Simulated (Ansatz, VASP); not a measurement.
Si6C5: VASP beside Ansatz

POSCAR

```
Si6C5
1.0
    3.0803621744      0.0000000000      0.0000000000
    0.0000000000      3.0803621744      0.0000000000
    0.0000000000      0.0000000000     25.8907249100
Si C
6 5
Direct
    0.5000000000      0.5000000000      0.2896790270
    0.0000000000      0.0000000000      0.3738074162
    0.5000000000      0.5000000000      0.4579358054
    0.0000000000      0.0000000000      0.5420641946
    0.5000000000      0.5000000000      0.6261925838
    0.0000000000      0.0000000000      0.7103209730
    0.5000000000      0.0000000000      0.3317432216
    0.0000000000      0.5000000000      0.4158716108
    0.5000000000      0.0000000000      0.5000000000
    0.0000000000      0.5000000000      0.5841283892
    0.5000000000      0.0000000000      0.6682567784
```

File INCAR.step1:

```
PREC     = Accurate       # precision mode
ENCUT    = 520            # plane-wave cutoff, eV
ISMEAR   = 0              # smearing method
SIGMA    = 0.05           # smearing width, eV
LREAL    = False          # projectors in reciprocal space
LASPH    = True           # aspherical terms in the spheres
NELM     = 60             # most SCF steps
LDIPOL   = True         
IDIPOL   = 3            
DIPOL    = 0.5 0.5 0.500
NBANDS   = 33             # bands
GGA      = PE             # functional
ALGO     = Normal         # electronic algorithm
EDIFF    = 1E-4           # SCF threshold, eV
LWAVE    = True           # write WAVECAR
LCHARG   = False          # write CHGCAR
```

The input INCAR.step2:

```
PREC     = Accurate       # precision mode
ENCUT    = 520            # plane-wave cutoff, eV
EDIFF    = 1E-6           # SCF threshold, eV
ISMEAR   = 0              # smearing method
SIGMA    = 0.05           # smearing width, eV
LREAL    = False          # projectors in reciprocal space
LASPH    = True           # aspherical terms in the spheres
NELM     = 60             # most SCF steps
ALGO     = Normal         # electronic algorithm
ISIF     = 2              # what is computed and relaxed
LWAVE    = False          # write WAVECAR
LCHARG   = False          # write CHGCAR
LDIPOL   = True         
IDIPOL   = 3            
DIPOL    = 0.5 0.5 0.500
METAGGA  = R2SCAN         # meta-GGA
LMIXTAU  = True         
NBANDS   = 33             # bands
ISTART   = 1
```

KPOINTS

```
Automatic mesh
0
Gamma
  9 9 1
```

Input for Ansatz:

```yaml
crystal:
  lattice:
    - [3.0803621744, 0.0, 0.0]
    - [0.0, 3.0803621744, 0.0]
    - [0.0, 0.0, 25.89072491]
  atoms:
    - { symbol: Si, position: [0.5, 0.5, 0.289679027] }
    - { symbol: C, position: [0.5, 0.0, 0.3317432216] }
    - { symbol: Si, position: [0.0, 0.0, 0.3738074162] }
    - { symbol: C, position: [0.0, 0.5, 0.4158716108] }
    - { symbol: Si, position: [0.5, 0.5, 0.4579358054] }
    - { symbol: C, position: [0.5, 0.0, 0.5] }
    - { symbol: Si, position: [0.0, 0.0, 0.5420641946] }
    - { symbol: C, position: [0.0, 0.5, 0.5841283892] }
    - { symbol: Si, position: [0.5, 0.5, 0.6261925838] }
    - { symbol: C, position: [0.5, 0.0, 0.6682567784] }
    - { symbol: Si, position: [0.0, 0.0, 0.710320973] }
basis:
  ecutwfc: 500
kpoints:
  mp_grid: { grid: [9, 9, 1] }
hamiltonian:
  xc: r2scan
scf:
  occupations: { method: gaussian, width: 0.05 }
output:
  forces: true
  stress: true
  eigenvalues: true
  write_density: true
  write_potential: true
  elf: true
  volumetric_format: npy
efield:
  axis: 3
  dipole_correction: true
  ramp_width: 0.04
```

Alike in both runs: task single point; functional r2SCAN; k mesh 9 × 9 × 1; occupations gaussian, width 0.05 eV; no spin polarisation.

|  | VASP | Ansatz |
| --- | --- | --- |
| version | VASP 6.6.1 | Ansatz 0.2.0 |
| potentials or method | VASP PAW PBE potentials, release 64 (Si, C), cutoff 520 eV | scalar-relativistic, plane waves, PAW |
| valence electrons in the cell | 44 | 44 |

|  | VASP | Ansatz | Ansatz less VASP |
| --- | --- | --- | --- |
| gap on the k mesh at the Fermi level (eV) | 0.45 | 0.46 | +0.012 |
| least direct gap on the mesh (eV) | 0.92 | 0.93 | +0.006 |
| rms of the force components (eV/Å) | 0.126 | 0.129 | +0.0027 |

VASP's potentials were made for PBE, not for r2SCAN. Ansatz's warnings: xc potential rough in thin density.
